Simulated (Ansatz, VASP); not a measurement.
**Two plane-wave programs on W**

```
W
1.0
     0.00000    2.01638    2.01638
     2.01638    0.00000    2.01638
     2.01638    2.01638    0.00000
W
1
Direct
  0.00000 0.00000 0.00000
```

Alike in both runs: task single point; functional PBEsol; k mesh 12 × 12 × 12; no spin polarisation.

```csv
,VASP,Ansatz
version,VASP 6.6.1,Ansatz 0.2.0
potentials or method,"VASP PAW PBE potentials, release 64 (W_sv), cutoff 520 eV","plane waves, PAW"
occupations,"fermi-dirac, width 0.1 eV",fermi-dirac
valence electrons in the cell,14,14
```

```csv
,VASP,Ansatz,Ansatz less VASP
pressure (GPa),-7.1,-7.6,-0.55
```

VASP's potentials were made for PBE, not for PBEsol.

Neither program's run includes spin-orbit coupling.
